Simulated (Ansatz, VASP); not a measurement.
TaN: VASP beside Ansatz

File POSCAR:

```
TaN
1.0
    2.7323076900      0.0000000000      0.0000000000
    0.0000000000      2.7323076900      0.0000000000
    0.0000000000      0.0000000000      2.7323076900
Ta N
1 1
Direct
    0.0000000000      0.0000000000      0.0000000000
    0.5000000000      0.5000000000      0.5000000000
```

File INCAR.step1:

```
  PREC = Accurate
  ENCUT = 770
  ISMEAR = 0
  SIGMA = 0.05
  LREAL = False
  LASPH = True
  NELM = 200
  ISPIN = 2
  MAGMOM = 0.12 0.01
  LMAXMIX = 4
  LDAU = True
  LDAUTYPE = 2
  LDAUL = 2 -1
  LDAUU = 1 0
  LDAUJ = 0 0
  NBANDS = 20
  GGA = PE
  ALGO = Normal
  EDIFF = 1E-5
  LWAVE = True
  LCHARG = False
  GGA_COMPAT = False
```

INCAR.step2

```
  PREC = Accurate
  ENCUT = 770
  EDIFF = 1E-6
  ISMEAR = 0
  SIGMA = 0.05
  LREAL = False
  LASPH = True
  NELM = 200
  ALGO = Normal
  ISIF = 2
  LWAVE = False
  LCHARG = False
  ISPIN = 2
  MAGMOM = 0.12 0.01
  LORBIT = 11
  LMAXMIX = 4
  LDAU = True
  LDAUTYPE = 2
  LDAUL = 2 -1
  LDAUU = 1 0
  LDAUJ = 0 0
  LDAUPRINT = 1
  METAGGA = R2SCAN
  LMIXTAU = True
  NBANDS = 20
  ISTART = 1
  GGA_COMPAT = False
```

KPOINTS

```
regular mesh
0
Gamma
  7 7 7
```

Input for Ansatz:

```yaml
crystal:
  lattice:
    - [2.73230769, 0.0, 0.0]
    - [0.0, 2.73230769, 0.0]
    - [0.0, 0.0, 2.73230769]
  atoms:
    - { symbol: Ta, position: [0.0, 0.0, 0.0], spin: 2.0 }
    - { symbol: "N", position: [0.5, 0.5, 0.5] }
basis:
  ecutwfc: 500
  ecutrho_ratio: 4
kpoints:
  mp_grid: { grid: [7, 7, 7] }
hamiltonian:
  xc: r2scan
  hubbard:
    sites:
      - { site: 0, l: d, u_eff: 1.0, starting_ns: [{ spin: up, occupation_matrix: s0up }, { spin: down, occupation_matrix: s0down }] }
    occupation_matrices:
      s0up:
        matrix:
          - [0.17488, 0.03738, 0.34082, -0.06334, 0.0397]
          - [0.03738, 0.40659, 0.03414, 0.20385, 0.41676]
          - [0.34082, 0.03414, 0.77616, -0.16731, 0.03548]
          - [-0.06334, 0.20385, -0.16731, 0.17309, 0.22009]
          - [0.0397, 0.41676, 0.03548, 0.22009, 0.46929]
      s0down:
        matrix:
          - [0.02, 0.0, 0.0, 0.0, 0.0]
          - [0.0, 0.02, 0.0, 0.0, 0.0]
          - [0.0, 0.0, 0.02, 0.0, 0.0]
          - [0.0, 0.0, 0.0, 0.02, 0.0]
          - [0.0, 0.0, 0.0, 0.0, 0.02]
    ns_hold: until_converged
scf:
  occupations: { method: gaussian, width: 0.05 }
  lower_state_search: "off"
  max_iter: 150
output:
  forces: true
  stress: true
  eigenvalues: true
  populations: true
  hubbard: { sites: [{ site: 0, l: d }] }
  write_density: true
  write_potential: true
  elf: true
  volumetric_format: npy
magnetization:
  spin_polarized: true
```

Alike in both runs: task single point; functional r2SCAN; k mesh 7 × 7 × 7; occupations gaussian, width 0.05 eV; collinear spin; Hubbard terms Ta d U = 1.0 eV.

|  | VASP | Ansatz |
| --- | --- | --- |
| version | VASP 6.6.1 | Ansatz 0.2.0 |
| potentials or method | VASP PAW PBE potentials, release 64 (Ta_sv_GW, N), cutoff 770 eV | scalar-relativistic, plane waves, PAW |
| valence electrons in the cell | 18 | 18 |

Ansatz gave:

| Item | Value |
| --- | --- |
| gap on the k mesh at the Fermi level (eV) | none |
| pressure (GPa) | 2.7 |
| net moment per atom (μB) | 0.10 |
| size of the moment on the site where the two differ most (μB) | 0.11 |

Task: Estimate VASP's values.

Result: gap on the k mesh at the Fermi level (eV): none; pressure (GPa): 4.4; net moment per atom (μB): 0.10; size of the moment on the site where the two differ most (μB): 0.16.

VASP's potentials were made for PBE, not for r2SCAN. Site moments also hang on the region over which each program counts them. The programs project onto different local orbitals, so the same U acts differently, and such runs can settle in different states. A gap of «none» marks a metal or a gap that the smearing closes. Ansatz's warnings: filled band counts differ across k points, seeded moment not kept, specified occupation not kept, stability check not made, symmetry narrowed by occupation matrices.

Neither program's run includes spin-orbit coupling.
